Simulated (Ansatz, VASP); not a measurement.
AgRh: VASP beside Ansatz

```
Ag Rh
1.0
     2.83206    0.00000    0.00000
    -1.41603    2.45264    0.00000
     0.00000    0.00000    4.90291
Ag Rh
1 1
Cartesian
  0.0000 0.0000 2.4515
  1.4160 0.8175 0.0000
```

Alike in both runs: task single point; functional r2SCAN; k mesh 11 × 11 × 6; occupations fermi-dirac, width 0.05 eV; no spin polarisation.

|  | VASP | Ansatz |
| --- | --- | --- |
| version | VASP 6.6.1 | Ansatz 0.2.0 |
| potentials or method | VASP PAW PBE potentials, release 64 (Ag, Rh_pv) | Ansatz PAW |
| plane-wave cutoff (eV) | 520 | 500 |
| valence electrons in the cell | 26 | 36 |

|  | VASP | Ansatz | Ansatz less VASP |
| --- | --- | --- | --- |
| gap on the k mesh at the Fermi level (eV) | none | none | - |
| pressure (GPa) | -13.0 | -13.3 | -0.29 |
| traceless stress, the component that is largest in VASP (GPa) | 0.83 | 0.92 | +0.085 |

VASP's potentials were made for PBE, not for r2SCAN. A gap of «none» marks a metal or a gap that the smearing closes. VASP's potentials hold 26 valence electrons a cell and Ansatz's 36, so a difference there can come from the potentials and not from the codes.
